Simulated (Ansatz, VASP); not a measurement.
SiMo3: VASP beside Ansatz

```
Si Mo
1.0
     4.86159    0.00000    0.00000
     0.00000    4.86159    0.00000
     0.00000    0.00000    4.86159
Si Mo
2 6
Direct
  0.00000 0.00000 0.00000
  0.50000 0.50000 0.50000
  0.25000 0.00000 0.50000
  0.50000 0.75000 0.00000
  0.75000 0.00000 0.50000
  0.50000 0.25000 0.00000
  0.00000 0.50000 0.75000
  0.00000 0.50000 0.25000
```

Alike in both runs: task single point; functional PBEsol; k mesh 8 × 8 × 8; occupations gaussian, width 0.15 eV; no spin polarisation.

|  | VASP | Ansatz |
| --- | --- | --- |
| version | VASP 6.6.1 | Ansatz 0.2.0 |
| potentials or method | VASP PAW PBE potentials, release 64 (Si, Mo_sv), cutoff 520 eV | scalar-relativistic, plane waves, PAW |
| valence electrons in the cell | 92 | 92 |

|  | VASP | Ansatz | Ansatz less VASP |
| --- | --- | --- | --- |
| gap on the k mesh at the Fermi level (eV) | none | none | - |
| pressure (GPa) | 0.6 | 0.0 | -0.62 |

VASP's potentials were made for PBE, not for PBEsol. A gap of «none» marks a metal or a gap that the smearing closes. The functional is the same, so the differences come from potentials, cutoffs and numerics.
